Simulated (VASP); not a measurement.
# Cl: relaxation of shape and atoms at fixed volume with PBEsol

The system is Cl.

```xyz
2
Lattice="3.3658 0.0000 0.0000 -1.6829 2.9149 0.0000 0.0000 0.0000 3.7734" Properties=species:S:1:pos:R:3 pbc="T T T"
Cl    0.0000    1.9432    0.9434
Cl    1.6829    0.9716    2.8301
```

* Program: VASP 6.6.1
* Task: relaxation of shape and atoms at fixed volume
* Functional: PBEsol
* Potentials or basis: VASP PAW PBE potentials, release 64 (Cl)
* Cutoff: 600 eV
* k mesh: 15 × 15 × 8
* Occupations: fermi-dirac, width 0.08 eV
* Spin: no spin polarisation
* Dipole correction: no
* Further INCAR settings: ALGO = Normal; EDIFF = 1e-06; IBRION = 2; EDIFFG = -0.005; NSW = 50; ISIF = 4

```json
{
 "Energy gained by relaxing": "7.5 meV/atom",
 "Ionic steps": "3",
 "Pressure after relaxing": "4.8 GPa",
 "Band gap on the k mesh": "zero (bands 7 and 8 overlap by 2.17 eV)"
}
```

The path:
```tsv
step	energy change (eV)	largest force (eV/Å)	pressure (GPa)	volume (Å³)
1	0.0000	0.0000	6.08	37.02
2	-0.0095	0.0000	5.54	37.02
3	-0.0150	0.0000	4.81	37.02
```

Final structure:
```
CELL_PARAMETERS angstrom
3.30951 0.00000 0.00000
-1.65475 2.86612 0.00000
0.00000 0.00000 3.90286
ATOMIC_POSITIONS crystal
Cl 0.33333 0.66667 0.25000
Cl 0.66667 0.33333 0.75000
```

Levels at points of the mesh, in eV from the Fermi level:
```
           k point  band 3  band 4  band 5  band 6  band 7  band 8  band 9  band 10  band 11
(0.00, 0.00, 0.00)   -5.56   -2.15   -2.15   -0.08   -0.08    1.37    6.78     9.21    11.99
(0.00, 0.00, 0.50)   -2.13   -2.13   -1.12   -1.12   -1.12   -1.12   10.14    10.14    10.94
```

Run time: 2.1 min on 1 thread of Intel(R) Xeon(R) Platinum 8175M CPU @ 2.50GHz (Skylake/Cascade Lake) (shared host), peak memory 0.19 GiB.

Caveat: the PAW data sets were made with another functional, which shifts forces and pressure a little.
